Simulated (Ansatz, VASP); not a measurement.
# Sr: VASP beside Ansatz

```
Sr
1.0
    -2.42500    2.51594    2.42500
     2.42500   -2.51594    2.42500
     2.42500    2.51594   -2.42500
Sr
1
Direct
  0.00000 0.00000 0.00000
```

Change from the starting cell: strain +0.0375 x Voigt [0, 1, 0, 0, 0, 0], atoms carried along.

Alike in both runs: task single point; functional LDA; k mesh 14 × 14 × 14; occupations gaussian, width 0.15 eV; no spin polarisation.

```csv
,VASP,Ansatz
version,VASP 6.6.1,Ansatz 0.2.0
potentials or method,"VASP PAW LDA potentials, release 64 (Sr_sv), cutoff 520 eV","scalar-relativistic, plane waves, PAW"
valence electrons in the cell,10,10
```

|  | VASP | Ansatz | Ansatz less VASP |
| --- | --- | --- | --- |
| gap on the k mesh at the Fermi level (eV) | none | none | - |
| pressure (GPa) | -2.0 | -2.0 | +0.01 |

LDA's correlation is that of Perdew and Zunger in VASP and of Perdew and Wang (1992) in Ansatz. A gap of «none» marks a metal or a gap that the smearing closes.
